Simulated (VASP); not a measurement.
# ScNb2O3 (R-3m) in VASP: a series of runs

The runs below take ScNb2O3 through single point, with PBE.

Program: VASP 6.6.1. These are calculated values, not measurements. Logs are shortened: lines on timing, memory, paths and dates and some standing lists are left out, and cuts for length are marked.

### Step 1. The cell of the first run

The structure is trigonal, space group R-3m (No. 166). The conventional cell has a = 5.402 Å, b = 5.402 Å, c = 8.935 Å, α = 90.00°, β = 90.00°, γ = 120.00°. Within 3.2 Å of Sc (site symmetry -3m) lie 6 O at 2.16 Å and 8 Nb at 2.97 to 3.12 Å. Nb (site symmetry 3m) has 3 O at 2.15 Å within 2.8 Å. Within 2.8 Å of O (site symmetry 2/m) lie 2 Nb at 2.15 Å and 2 Sc at 2.16 Å and 4 O at 2.70 Å.

The cell was generated, and may not be a known phase.

### Step 2. Single point, PBE, collinear spin, zero start

File INCAR:

```
PREC     = Accurate       # precision mode
ENCUT    = 520            # plane-wave cutoff, eV
EDIFF    = 1E-6           # SCF threshold, eV
ISMEAR   = 0              # smearing method
SIGMA    = 0.1            # smearing width, eV
LREAL    = False          # projectors in reciprocal space
LASPH    = True           # aspherical terms in the spheres
NELM     = 150            # most SCF steps
ALGO     = Normal         # electronic algorithm
ISIF     = 2              # what is computed and relaxed
LWAVE    = False          # write WAVECAR
LCHARG   = False          # write CHGCAR
ISPIN    = 2              # spin polarisation
MAGMOM   = 0 0 0 0 0 0    # initial moments
LORBIT   = 11             # projections on sites
LMAXMIX  = 4              # l up to which the mixer works
GGA      = PE             # functional
NBANDS   = 40             # bands
```

File KPOINTS:

```
Automatic mesh
0
Gamma
  6 6 6
```

File POSCAR:

```
ScNb2O3
1.0
    2.7011545156      1.5595122879      2.9783523248
   -2.7011545156      1.5595122879      2.9783523248
    0.0000000000     -3.1190245722      2.9783523268
Sc Nb O
1 2 3
Direct
    0.0000000000      0.0000000000      0.0000000000
    0.3319250979      0.3319250979      0.3319250979
    0.6680749021      0.6680749021      0.6680749021
    0.0000000000      0.5000000000      0.0000000000
    0.0000000000      0.0000000000      0.5000000000
    0.5000000000      0.0000000000      0.0000000000
```

Potentials or basis: VASP PAW PBE potentials, release 64 (Sc_sv, Nb_sv, O).

The run is started by

```sh
cat potpaw_PBE.64/Sc_sv/POTCAR potpaw_PBE.64/Nb_sv/POTCAR potpaw_PBE.64/O/POTCAR > POTCAR
mpirun -np 1 vasp_std > vasp.out
```

OUTCAR:

```text
PREC = Accurate
   ENCUT = 520
   EDIFF = 1E-6
   ISMEAR = 0
   LREAL = False
   LASPH = True
   NELM = 150
   ISIF = 2
   ISPIN = 2
   LORBIT = 11
   GGA = PE

 ion  position               nearest neighbor table
   1  0.000  0.000  0.000-   4 2.16   6 2.16   4 2.16   6 2.16   5 2.16   5 2.16   2 2.97   3 2.97
                             2 3.12   3 3.12   2 3.12   3 3.12   2 3.12   3 3.12
   2  0.332  0.332  0.332-   5 2.15   4 2.15   6 2.15   1 2.97   3 3.00   1 3.12   1 3.12   1 3.12

   3  0.668  0.668  0.668-   5 2.15   4 2.15   6 2.15   1 2.97   2 3.00   1 3.12   1 3.12   1 3.12

   4  0.000  0.500  0.000-   2 2.15   3 2.15   1 2.16   1 2.16
   5  0.000  0.000  0.500-   2 2.15   3 2.15   1 2.16   1 2.16
   6  0.500  0.000  0.000-   2 2.15   3 2.15   1 2.16   1 2.16

  LATTYP: Found a trigonal (rhomboedric) cell.
 ALAT       =     4.3126438369
 COS(alpha) =     0.2154119924

  Lattice vectors:

 A1 = (   2.7011545156,   1.5595122879,   2.9783523248)
 A2 = (  -2.7011545156,   1.5595122879,   2.9783523248)
 A3 = (   0.0000000000,  -3.1190245722,   2.9783523268)

Analysis of symmetry for initial positions (statically):
=====================================================================
 Subroutine PRICEL returns:
 Original cell was already a primitive cell.

 Routine SETGRP: Setting up the symmetry group for a
 trigonal (rhombohedral) supercell.

 Subroutine GETGRP returns: Found 12 space group operations
 (whereof 12 operations were pure point group operations)
 out of a pool of 12 trial point group operations.

The static configuration has the point symmetry D_3d.

Analysis of symmetry for dynamics (positions and initial velocities):
=====================================================================
 Subroutine PRICEL returns:
 Original cell was already a primitive cell.

 Routine SETGRP: Setting up the symmetry group for a
 trigonal (rhombohedral) supercell.

 Subroutine GETGRP returns: Found 12 space group operations
 (whereof 12 operations were pure point group operations)
 out of a pool of 12 trial point group operations.

The dynamic configuration has the point symmetry D_3d.

Analysis of structural, dynamic, and magnetic symmetry:
=====================================================================
 Subroutine PRICEL returns:
 Original cell was already a primitive cell.

 Routine SETGRP: Setting up the symmetry group for a
 trigonal (rhombohedral) supercell.

 Subroutine GETGRP returns: Found 12 space group operations
 (whereof 12 operations were pure point group operations)
[... 149 lines left out ...]

 number of electron      55.0000023 magnetization       0.0000023

 Free energy of the ion-electron system (eV)
  ---------------------------------------------------
  ext. energy  EPLUGINS =         0.00000000
  ---------------------------------------------------
  free energy    TOTEN  =       -50.62368265 eV

  energy without entropy =      -50.60965357  energy(sigma->0) =      -50.61666811

 E-fermi :   9.2582     XC(G=0): -11.9903

 val. band max:        9.2039094692   @ k =   0.3333   0.0000   0.0000
 cond. band min:       9.2625659165   @ k =  -0.1667   0.3333   0.1667
 fundamental gap:      0.0586564473
 Fermi energy:         9.2581534118

 spin component 1

 k-point     1 :       0.0000    0.0000    0.0000
  band No.  band energies     occupation
      1     -46.3519      1.00000
      2     -46.2638      1.00000
      3     -40.7434      1.00000
      4     -22.6165      1.00000
      5     -22.5661      1.00000
      6     -22.5661      1.00000
[... 997 lines left out ...]
     38      13.1747      0.00000
     39      13.7539      0.00000

 [... further k-points ...]

 spin component 2

 k-point     1 :       0.0000    0.0000    0.0000
  band No.  band energies     occupation
      1     -46.3519      1.00000
      2     -46.2638      1.00000
      3     -40.7434      1.00000
      4     -22.6166      1.00000
      5     -22.5661      1.00000
      6     -22.5661      1.00000
[... 997 lines left out ...]
     38      13.1747      0.00000
     39      13.7539      0.00000

 [... further k-points ...]

 [bands above 39 left out]

------------------------ aborting loop because EDIFF is reached ----------------------------------------

  FORCE on cell =-STRESS in cart. coord.  units (eV):
  Direction    XX          YY          ZZ          XY          YZ          ZX
  --------------------------------------------------------------------------------------
  -------------------------------------------------------------------------------------
  Total        0.1617307      0.1617307      0.2555752      0.0000000      0.0000000      0.0000000
  in kB        3.4422121      3.4422121      5.4395594      0.0000000      0.0000000      0.0000000
  external PRESSURE =       4.1079945 kB  Pullay stress =       0.0000000 kB

 VOLUME and BASIS-vectors are now :
 -----------------------------------------------------------------------------
  energy-cutoff  :      520.00
  volume of cell :       75.28
      direct lattice vectors                 reciprocal lattice vectors
     2.701154516  1.559512288  2.978352325     0.185106034  0.106871019  0.111918704
    -2.701154516  1.559512288  2.978352325    -0.185106034  0.106871019  0.111918704
     0.000000000 -3.119024572  2.978352327     0.000000000 -0.213742037  0.111918704

 POSITION                                       TOTAL-FORCE (eV/Angst)
 -----------------------------------------------------------------------------------
      0.00000      0.00000      0.00000        -0.000000     -0.000000      0.000000
      0.00000      0.00000      2.96577        -0.000000      0.000000      0.003676
      0.00000      0.00000      5.96929        -0.000000     -0.000000     -0.003676
     -1.35058      0.77976      1.48918        -0.000000     -0.000000      0.000000
      0.00000     -1.55951      1.48918         0.000000     -0.000000     -0.000000
      1.35058      0.77976      1.48918        -0.000000     -0.000000     -0.000000
 -----------------------------------------------------------------------------------
    total drift:                                0.000000      0.000000     -0.000000

  FREE ENERGIE OF THE ION-ELECTRON SYSTEM (eV)
  ---------------------------------------------------
  free  energy   TOTEN  =       -50.6236826451 eV

  energy  without entropy=      -50.6096535681  energy(sigma->0) =      -50.61666811

 total charge

# of ion       s       p       d       tot
------------------------------------------
    1        2.206   6.237   1.166   9.609
    2        2.153   5.984   2.479  10.616
    3        2.153   5.984   2.479  10.616
    4        1.575   3.426   0.000   5.001
    5        1.575   3.426   0.000   5.001
    6        1.575   3.426   0.000   5.001
--------------------------------------------------
tot         11.237  28.484   6.124  45.844

 magnetization (x)

# of ion       s       p       d       tot
------------------------------------------
    1       -0.000   0.000  -0.000  -0.000
    2        0.000  -0.000  -0.000   0.000
    3        0.000  -0.000  -0.000   0.000
    4       -0.000   0.000   0.000   0.000
    5       -0.000   0.000   0.000   0.000
    6       -0.000   0.000   0.000   0.000
--------------------------------------------------
tot          0.000   0.000  -0.000   0.000
```

stdout:

```text
POSCAR found type information on POSCAR ScNbO
 POSCAR found :  3 types and       6 ions
 scaLAPACK will be used
 LDA part: xc-table for (Slater+PW92), standard interpolation
 POSCAR, INCAR and KPOINTS ok, starting setup
 FFT: planning ... GRIDC
 FFT: planning ... GRID_SOFT
 FFT: planning ... GRID
 WAVECAR not read
 entering main loop
```

Wall time 1.8 min (1 thread of AMD EPYC 9R45 (Zen 5), shared host); peak memory 0.26 GiB.

What came out:

```
Free energy                                           : -50.6237 eV
Pressure                                              : 0.4 GPa
Largest force                                         : 0.004 eV/Å
Net moment                                            : 0.00 μB per cell
Valence electrons inside the program's atomic spheres : Sc 9.61; Nb 10.62; O 5.00
```

Forces on the atoms (eV/Å):
```
Sc   0.000  0.000  0.000
Nb   0.000  0.000  0.004
Nb   0.000  0.000 -0.004
O    0.000  0.000  0.000
O    0.000  0.000  0.000
O    0.000  0.000  0.000
```

Caveat: no moment was typed at the start, so none could form.

### Step 3. Single point, PBE

File INCAR:

```
ALGO = Normal
EDIFF = 1E-6
ENCUT = 520
GGA = PE
ISIF = 2
ISMEAR = 0
LASPH = True
LCHARG = False
LREAL = False
LWAVE = False
NBANDS = 36
NELM = 60
PREC = Accurate
SIGMA = 0.1
```

File KPOINTS:

```
k-points
0
Gamma
  12 12 12
```

File POSCAR:

```
ScNb2O3
1.0
    2.7011763124      1.5595248711      2.9797521996
   -2.7011763124      1.5595248711      2.9797521996
    0.0000000000     -3.1190497421      2.9797521996
Sc Nb O
1 2 3
Direct
    0.0000000000      0.0000000000      0.0000000000
    0.3319672153      0.3319672153      0.3319672153
    0.6680327847      0.6680327847      0.6680327847
    0.0000000000      0.5000000000      0.0000000000
    0.0000000000      0.0000000000      0.5000000000
    0.5000000000      0.0000000000      0.0000000000
```

Potentials or basis: VASP PAW PBE potentials, release 64 (Sc_sv, Nb_sv, O).

The run is started by

```sh
cat potpaw_PBE.64/Sc_sv/POTCAR potpaw_PBE.64/Nb_sv/POTCAR potpaw_PBE.64/O/POTCAR > POTCAR
mpirun -np 1 vasp_std > vasp.out
```

It took 4.8 min on 1 thread of AMD EPYC 9R45 (Zen 5), shared host; peak memory 0.49 GiB.

It converged, with:

```yaml
Free_energy: -50.6244 eV
Pressure: 0.3 GPa
Band_gap_on_the_k_mesh: zero (an odd number of electrons rules out a gap without spin polarisation)
```

Stress tensor (GPa, compression positive):
```
0.19 0.00 0.00
0.00 0.19 0.00
0.00 0.00 0.40
```

Levels at points of the mesh, in eV from the Fermi level:
| k point | band 26 | band 27 | band 28 | band 29 | band 30 | band 31 |
| --- | --- | --- | --- | --- | --- | --- |
| (0.00, 0.00, 0.00) | -1.06 | -0.93 | -0.93 | 0.49 | 0.49 | 1.50 |
| (0.50, 0.00, 0.00) | -1.04 | -0.73 | 0.17 | 0.75 | 0.95 | 1.09 |
| (0.50, 0.50, 0.00) | -0.78 | -0.66 | 0.01 | 0.15 | 0.44 | 0.70 |
| (0.50, 0.50, 0.50) | -0.24 | -0.24 | 0.23 | 0.23 | 0.53 | 1.63 |

Caveat: an odd number of electrons without spin polarisation forces a metal; a magnetic or distorted state may lie lower.

The gap in the log of VASP goes by the Fermi energy; the results here count the filled bands.